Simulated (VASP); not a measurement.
# Cu in VASP: single point with PBE+D3(BJ)

Aim: the single point of Cu with PBE+D3(BJ).

Everything below comes from runs of VASP 6.6.1. Logs are shortened: lines on timing, memory, paths and dates and some standing lists are left out, and cuts for length are marked.

### Step 1. The cell of the first run

The cell holds a slab with vacuum, 16 atoms: a = 5.039 Å, b = 5.039 Å, c = 23.345 Å, α = 90.00°, β = 90.00°, γ = 90.00°.

### Step 2. Single point, PBE+D3(BJ)

File INCAR:

```
ALGO = Fast ; DIPOL = 0.5 0.5 0.458
EDIFF = 1E-7 ; ENCUT = 520
GGA = PE ; IDIPOL = 3
ISIF = 2 ; ISMEAR = 0
IVDW = 12 ; LASPH = True
LCHARG = True ; LDIPOL = True
LELF = True ; LREAL = Auto
LVACPOTAV = True ; LVHAR = True
LWAVE = False ; NBANDS = 102
NELM = 80 ; PREC = Accurate
SIGMA = 0.1
```

File KPOINTS:

```
k-points
0
Gamma
  4 4 1
```

File POSCAR:

```
Cu
1.0
    5.0393684365      0.0000000000      0.0000000000
    0.0000000000      5.0393684365      0.0000000000
    0.0000000000      0.0000000000     23.3450573916
Cu
16
Direct
    0.2500000000      0.2500000000      0.3426849575
    0.2500000000      0.7500000000      0.3426849575
    0.7500000000      0.2500000000      0.3426849575
    0.7500000000      0.7500000000      0.3426849575
    0.5000000000      0.5000000000      0.4190045727
    0.5000000000      0.0000000000      0.4190045727
    0.0000000000      0.5000000000      0.4190045727
    0.0000000000      0.0000000000      0.4190045727
    0.7503326500      0.7498560616      0.4959239237
    0.7503568991      0.2497734762      0.4959302962
    0.2499257074      0.7495454936      0.4975980600
    0.2498995631      0.2494831998      0.4976133373
    0.0072024874     -0.0008149679      0.5737089402
    0.0071983063      0.4987493046      0.5736304292
    0.4938657632     -0.0000169001      0.5738499695
    0.4940369022      0.4998167780      0.5738882193
```

Potentials or basis: VASP PAW PBE potentials, release 64 (Cu).

Launch:

```console
> cat potpaw_PBE.64/Cu/POTCAR > POTCAR
> mpirun -np 1 vasp_std > vasp.out
```

OUTCAR:

```text
EDIFF = 1E-7
   ENCUT = 520
   GGA = PE
   ISIF = 2
   ISMEAR = 0
   IVDW = 12
   LASPH = True
   LREAL = Auto
   NELM = 80
   PREC = Accurate
 IVDW          = 12

 ion  position               nearest neighbor table
   1  0.250  0.250  0.343-   5 2.52   6 2.52   7 2.52   8 2.52   2 2.52   3 2.52   2 2.52   3 2.52

   2  0.250  0.750  0.343-   5 2.52   6 2.52   7 2.52   8 2.52   1 2.52   4 2.52   1 2.52   4 2.52

   3  0.750  0.250  0.343-   5 2.52   6 2.52   7 2.52   8 2.52   1 2.52   4 2.52   4 2.52   1 2.52
[... 23 lines left out ...]
  15  0.494  1.000  0.574-  13 2.45  12 2.50  11 2.50  16 2.52  16 2.52  10 2.56   9 2.56  13 2.59

  16  0.494  0.500  0.574-  14 2.45  11 2.50  12 2.51  15 2.52  15 2.52  10 2.56   9 2.56  14 2.59

  LATTYP: Found a simple tetragonal cell.
 ALAT       =     5.0393684365
 C/A-ratio  =     4.6325363358

  Lattice vectors:

 A1 = (   5.0393684365,   0.0000000000,   0.0000000000)
 A2 = (   0.0000000000,   5.0393684365,   0.0000000000)
 A3 = (   0.0000000000,   0.0000000000,  23.3450573916)

Analysis of symmetry for initial positions (statically):
=====================================================================
 Subroutine PRICEL returns:
 Original cell was already a primitive cell.

 Routine SETGRP: Setting up the symmetry group for a
 simple tetragonal supercell.

 Subroutine GETGRP returns: Found  1 space group operations
 (whereof  1 operations were pure point group operations)
 out of a pool of 16 trial point group operations.

The static configuration has the point symmetry C_1 .

Analysis of symmetry for dynamics (positions and initial velocities):
=====================================================================
 Subroutine PRICEL returns:
 Original cell was already a primitive cell.

 Routine SETGRP: Setting up the symmetry group for a
 simple tetragonal supercell.

 Subroutine GETGRP returns: Found  1 space group operations
 (whereof  1 operations were pure point group operations)
 out of a pool of 16 trial point group operations.

The dynamic configuration has the point symmetry C_1 .

 Subroutine INISYM returns: Found  1 space group operations
 (whereof  1 operations are pure point group operations),
 and found     1 'primitive' translations

----------------------------------------------------------------------------------------

                                     Primitive cell

  volume of cell :     592.8532

  direct lattice vectors                    reciprocal lattice vectors
     5.039368437  0.000000000  0.000000000     0.198437565  0.000000000  0.000000000
     0.000000000  5.039368437  0.000000000     0.000000000  0.198437565  0.000000000
     0.000000000  0.000000000 23.345057392     0.000000000  0.000000000  0.042835620

  length of vectors
     5.039368437  5.039368437 23.345057392     0.198437565  0.198437565  0.042835620

  position of ions in fractional coordinates (direct lattice)
     0.250000000  0.250000000  0.342684957
     0.250000000  0.750000000  0.342684957
     0.750000000  0.250000000  0.342684957
     0.750000000  0.750000000  0.342684957
     0.500000000  0.500000000  0.419004573
     0.500000000  0.000000000  0.419004573
[... 8 lines left out ...]
     0.493865763  0.999983100  0.573849970
     0.494036902  0.499816778  0.573888219

  ion indices of the primitive-cell ions
   primitive index   ion index
                 1           1
                 2           2
                 3           3
                 4           4
                 5           5
                 6           6
[... 8 lines left out ...]
                15          15
                16          16

----------------------------------------------------------------------------------------

 KPOINTS: k-points

Automatic generation of k-mesh.
 Grid dimensions read from file:
 generate k-points for:    4    4    1

 Generating k-lattice:

  Cartesian coordinates                     Fractional coordinates (reciprocal lattice)
     0.049609391  0.000000000  0.000000000     0.250000000  0.000000000  0.000000000
     0.000000000  0.049609391  0.000000000     0.000000000  0.250000000  0.000000000
     0.000000000  0.000000000  0.042835620     0.000000000  0.000000000  1.000000000

  Length of vectors
     0.049609391  0.049609391  0.042835620

  Shift w.r.t. Gamma in fractional coordinates (k-lattice)
     0.000000000  0.000000000  0.000000000

 Subroutine IBZKPT returns following result:
 ===========================================

 Found     10 irreducible k-points:

 Following reciprocal coordinates:
            Coordinates               Weight
  0.000000  0.000000  0.000000      1.000000
  0.250000  0.000000  0.000000      2.000000
  0.000000  0.250000  0.000000      2.000000
  0.500000  0.000000  0.000000      1.000000
  0.000000  0.500000  0.000000      1.000000
  0.250000  0.250000  0.000000      2.000000
 -0.250000  0.250000  0.000000      2.000000
  0.500000  0.250000  0.000000      2.000000
 -0.250000  0.500000  0.000000      2.000000
  0.500000  0.500000  0.000000      1.000000
   k-points           NKPTS =     10   k-points in BZ     NKDIM =     10   number of bands    NBANDS=    102
   number of dos      NEDOS =    301   number of ions     NIONS =     16
   total plane-waves  NPLWV = 288000
   dimension x,y,z NGX =    40 NGY =   40 NGZ =  180
   dimension x,y,z NGXF=    80 NGYF=   80 NGZF=  360
   ions per type =              16
   NGX,Y,Z   is equivalent  to a cutoff of  13.20, 13.20, 12.82 a.u.
   NGXF,Y,Z  is equivalent  to a cutoff of  26.39, 26.39, 25.64 a.u.
 SYSTEM =  unknown system
   PREC   = accura    normal or accurate (medium, high low for compatibility)
   ISTART =      0    job   : 0-new  1-cont  2-samecut
   ICHARG =      2    charge: 1-file 2-atom 10-const
   ISPIN  =      1    spin polarized calculation?
   LNONCOLLINEAR =      F non collinear calculations
   LSORBIT =      F    spin-orbit coupling
   LASPH  =      T    aspherical Exc in radial PAW
   ENCUT  =  520.0 eV  38.22 Ry    6.18 a.u.   9.37  9.37 43.41*2*pi/ulx,y,z
   NELM   =     80;   NELMIN=  2; NELMDL= -5     # of ELM steps
   EDIFF  = 0.1E-06   stopping-criterion for ELM
   LREAL  =      T    real-space projection
   EDIFFG = 0.1E-05   stopping-criterion for IOM
   NSW    =      0    number of steps for IOM
   IBRION =     -1    ionic relax: 0-MD 1-quasi-New 2-CG
   NFREE  =      0    steps in history (QN), initial steepest desc. (CG)
   ISIF   =      2    stress and relaxation
   ISYM   =      2    0-nonsym 1-usesym 2-fastsym
   POTIM  = 0.5000    time-step for ionic-motion
   TEBEG  =    0.0;   TEEND  =   0.0 temperature during run
   PSTRESS=    0.0 pullay stress
   NELECT =     176.0000    total number of electrons
   NUPDOWN=      -1.0000    fix difference up-down
   EMIN   =  10.00;   EMAX   =-10.00  energy-range for DOS
   EFERMI =   0.00;   METHOD = LEGACY
   ISMEAR =     0;   SIGMA  =   0.10  broadening in eV -4-tet -1-fermi 0-gaus
   EFERMI_NEDOS =   21; number of points for ismear=-14 and -15
   IALGO  =     68    algorithm
   IMIX   =      4    mixing-type and parameters
     AMIX     =   0.40;   BMIX     =  1.00
     AMIX_MAG =   1.60;   BMIX_MAG =  1.00
  volume/ion in A,a.u.               =      37.05       250.05
  Fermi-wavevector in a.u.,A,eV,Ry     =   1.092102  2.063774 16.227498  1.192687
  Thomas-Fermi vector in A             =   2.228361
   LORBIT       =      0    0 simple, 1 ext, 2 COOP (PROOUT), +10 PAW based schemes
   GGA     = PE    functional components
   LHFCALC =     F    Hartree Fock is set to
   AEXX    =    0.0000 exact exchange contribution
   IVDW    =    12    specifies the selected vdW correction
   LEPSILON=     F    determine dielectric tensor
   LRPA    =     F    only Hartree local field effects (RPA)
 non-spin polarized calculation
 RMM-DIIS sequential band-by-band and
 Gauss-broadening in eV      SIGMA  =   0.10
  energy-cutoff  :      520.00
  volume of cell :      592.85
 maximum number of plane-waves:     16036
 NGX is ok and might be reduce to    40
   NGX = 19   NGY = 19   NGZ = 87

 dipolmoment           0.000000      0.000000     -0.002073 electrons x Angstroem

 number of electron     176.0000004 magnetization

 dipolmoment           0.000000      0.000000      0.000475 electrons x Angstroem

 Free energy of the ion-electron system (eV)
  ---------------------------------------------------
  ext. energy  EPLUGINS =         0.00000000
  ---------------------------------------------------
  free energy    TOTEN  =       -54.69987341 eV

  energy without entropy =      -54.64792314  energy(sigma->0) =      -54.67389827

 E-fermi :  -0.6089     XC(G=0):  -4.8152

 val. band max:       -0.6216124714   @ k =   0.0000   0.0000   0.0000
 cond. band min:      -0.5570805914   @ k =   0.0000   0.2500   0.0000
 fundamental gap:      0.0645318800
 Fermi energy:        -0.6089230764

 k-point     1 :       0.0000    0.0000    0.0000
  band No.  band energies     occupation
      1      -9.5838      2.00000
      2      -7.8964      2.00000
      3      -5.9290      2.00000
      4      -5.6782      2.00000
      5      -5.6773      2.00000
      6      -5.6643      2.00000
[... 1019 lines left out ...]
     99       4.4798      0.00000
    100       4.4811      0.00000
 [bands above 100 left out]

------------------------ aborting loop because EDIFF is reached ----------------------------------------

 Edisp (eV)   -6.67704

 E8    (eV) :    -2.9900

  FORCE on cell =-STRESS in cart. coord.  units (eV):
  Direction    XX          YY          ZZ          XY          YZ          ZX
  --------------------------------------------------------------------------------------
  -------------------------------------------------------------------------------------
  Total      -5.26738    -5.42394    -0.76375     0.00069     0.03704    -0.04408
  in kB     -14.23503   -14.65811    -2.06402     0.00187     0.10010    -0.11912
  external pressure =      -10.32 kB  Pullay stress =        0.00 kB

 VOLUME and BASIS-vectors are now :
 -----------------------------------------------------------------------------
  energy-cutoff  :      520.00
  volume of cell :      592.85
      direct lattice vectors                 reciprocal lattice vectors
     5.039368437  0.000000000  0.000000000     0.198437565  0.000000000  0.000000000
     0.000000000  5.039368437  0.000000000     0.000000000  0.198437565  0.000000000
     0.000000000  0.000000000 23.345057392     0.000000000  0.000000000  0.042835620

 POSITION                                       TOTAL-FORCE (eV/Angst)
 -----------------------------------------------------------------------------------
      1.25984      1.25984      8.00000         0.000152     -0.000041      0.036279
      1.25984      3.77953      8.00000         0.000158     -0.000034      0.036306
      3.77953      1.25984      8.00000        -0.000066     -0.000017      0.036427
      3.77953      3.77953      8.00000        -0.000074     -0.000098      0.036408
      2.51968      2.51968      9.78169        -0.051643     -0.003193     -0.070129
      2.51968      0.00000      9.78169        -0.051678     -0.002234     -0.070739
[... 8 lines left out ...]
      2.48877      5.03928     13.39656         0.379865     -0.005032     -0.099359
      2.48963      2.51876     13.39745         0.374613      0.003583     -0.104818
 -----------------------------------------------------------------------------------
    total drift:                                0.000011     -0.000969     -0.000101

  FREE ENERGIE OF THE ION-ELECTRON SYSTEM (eV)
  ---------------------------------------------------
  free  energy   TOTEN  =       -61.3769134643 eV

  energy  without entropy=      -61.3249631943  energy(sigma->0) =      -61.35093833

 vacuum level on the upper side and lower side of the slab         3.901         3.897
```

Wall time 53 min (1 thread of Oxide Virtual Turin-like, shared host); peak memory 0.75 GiB.

Results:

```yaml
Free_energy: -61.3769 eV
Largest_force: 0.397 eV/Å
Band_gap_on_the_k_mesh: zero (bands 88 and 89 overlap by 0.96 eV)
Dispersion_energy_per_atom: -0.417 eV
```

Forces on the atoms (eV/Å):
```
Cu   0.000  0.000  0.036
Cu   0.000  0.000  0.036
Cu   0.000  0.000  0.036
Cu   0.000  0.000  0.036
Cu  -0.052 -0.003 -0.070
Cu  -0.052 -0.002 -0.071
Cu   0.054 -0.003 -0.076
Cu   0.054 -0.003 -0.078
Cu  -0.016 -0.003  0.371
Cu  -0.019  0.001  0.366
Cu   0.024  0.001 -0.116
Cu   0.027  0.004 -0.124
Cu  -0.389 -0.006 -0.076
Cu  -0.386  0.016 -0.069
Cu   0.380 -0.005 -0.099
Cu   0.375  0.004 -0.105
```

The gap in the log of VASP goes by the Fermi energy; the results here count the filled bands.